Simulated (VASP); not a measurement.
Wanted: the native input for a VASP 6.6.1 run.

```
Task                   : single point
Functional             : PBE
Potentials or basis    : VASP PAW PBE potentials, release 64 (Pb_d, Cs_sv, Cl)
Cutoff                 : 520 eV
k mesh                 : 5 × 5 × 5
Occupations            : fermi-dirac, width 0.05 eV
Spin                   : no spin polarisation
Dipole correction      : no
Further INCAR settings : ALGO = Normal; EDIFF = 1e-06; NBANDS = 30
```

The structure of CsPbCl3 lies in POSCAR:

```
CsPbCl3
1.0
    5.5673814169      0.0000000000      0.0000000000
    0.0000000000      5.5673814169      0.0000000000
    0.0000000000      0.0000000000      5.5673814169
Pb Cs Cl
1 1 3
Direct
    0.5000000000      0.5000000000      0.5000000000
    0.0000000000      0.0000000000      0.0000000000
    0.5000000000      0.0000000000      0.5000000000
    0.0000000000      0.5000000000      0.5000000000
    0.5000000000      0.5000000000      0.0000000000
```

One way to write it, as run:

INCAR

```
SYSTEM = CsPbCl3
  ALGO = Normal
  EDIFF = 1E-6
  ENCUT = 520
  GGA = PE
  ISIF = 2
  ISMEAR = -1
  LASPH = .TRUE.
  LCHARG = .FALSE.
  LREAL = .FALSE.
  LWAVE = .FALSE.
  NBANDS = 30
  NELM = 60
  PREC = Accurate
  SIGMA = 0.05
```

KPOINTS

```
k-points
0
G
  5 5 5
  0 0 0
```

Potentials or basis: VASP PAW PBE potentials, release 64 (Pb_d, Cs_sv, Cl).

Command:

```console
$ cat potpaw_PBE.64/Pb_d/POTCAR potpaw_PBE.64/Cs_sv/POTCAR potpaw_PBE.64/Cl/POTCAR > POTCAR
$ mpirun -np 1 vasp_std > vasp.out
```

Results of the run:

| Property | Result |
| --- | --- |
| Pressure | 2.3 GPa |
| Band gap on the k mesh | 2.92 eV |

Caveat: spin-orbit coupling is left out, which moves the levels of the heavy elements; an odd mesh through Γ misses points on the zone boundary, where band edges can lie.

It took 41 s on 1 thread of Intel(R) Xeon(R) Platinum 8259CL CPU @ 2.50GHz (Skylake/Cascade Lake), on a shared host, peak memory 0.27 GiB.
